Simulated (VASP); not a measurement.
# NaCl: single point with PBE0

The system is NaCl.

```
Na Cl
1.0
     0.00000    2.80273    2.80273
     2.80273    0.00000    2.80273
     2.80273    2.80273    0.00000
Na Cl
1 1
Direct
  0.00000 0.00000 0.00000
  0.50000 0.50000 0.50000
```

```
Program             : VASP 6.6.1
Task                : single point
Functional          : PBE0
Potentials or basis : VASP PAW PBE potentials, release 64 (Na_pv, Cl)
Cutoff              : 520 eV
k mesh              : 6 × 6 × 6
Occupations         : gaussian, width 0.01 eV
Spin                : no spin polarisation
```

| Property | Result |
| --- | --- |
| Pressure | 0.6 GPa |
| Band gap on the k mesh | 7.28 eV |

Levels at points of the mesh, in eV from the valence-band top:
| k point | band 5 | band 6 | band 7 | band 8 | band 9 | band 10 |
| --- | --- | --- | --- | --- | --- | --- |
| (0.00, 0.00, 0.00) | 0.00 | 0.00 | 0.00 | 7.28 | 13.41 | 13.41 |
| (0.50, 0.00, 0.00) | -2.13 | -0.30 | -0.30 | 9.40 | 13.17 | 13.32 |
| (0.50, 0.50, 0.00) | -1.86 | -0.67 | -0.67 | 9.81 | 10.14 | 13.79 |

It took 43 min on 1 thread of Intel(R) Xeon(R) Platinum 8375C CPU @ 2.90GHz (Ice Lake) (shared host), peak memory 0.19 GiB.

Caveat: the PAW data sets were made with another functional, which shifts forces and pressure a little.
